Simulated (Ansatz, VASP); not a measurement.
**Ni2N in VASP and in Ansatz**

```xyz
6
Lattice="4.5597 0.0000 0.0000 0.0000 4.5597 0.0000 0.0000 0.0000 2.8374" Properties=species:S:1:pos:R:3 pbc="T T T"
Ni    1.3432    1.3432    0.0000
Ni    0.9366    3.6230    1.4187
Ni    3.2165    3.2165    0.0000
Ni    3.6230    0.9366    1.4187
N     0.0000    0.0000    0.0000
N     2.2798    2.2798    1.4187
```

Alike in both runs: functional PBE; k mesh 8 × 8 × 14; occupations gaussian, width 0.1 eV; no spin polarisation.

Ansatz relaxed the structure, and its values are those at the end. VASP's run is a single point on that final structure, the one shown.

|  | VASP | Ansatz |
| --- | --- | --- |
| version | VASP 6.6.1 | Ansatz 0.2.0 |
| potentials or method | VASP PAW PBE potentials, release 64 (Ni, N), cutoff 520 eV | scalar-relativistic, plane waves, PAW |
| valence electrons in the cell | 50 | 82 |

```csv
,VASP,Ansatz,Ansatz less VASP
gap on the k mesh at the Fermi level (eV),none,none,-
pressure (GPa),0.4,0.0,-0.43
```

A gap of «none» marks a metal or a gap that the smearing closes. With one functional, cell and mesh, what is left measures potentials, basis and numerics. VASP's potentials hold 50 valence electrons a cell and Ansatz's 82, so a difference there can come from the potentials and not from the codes.
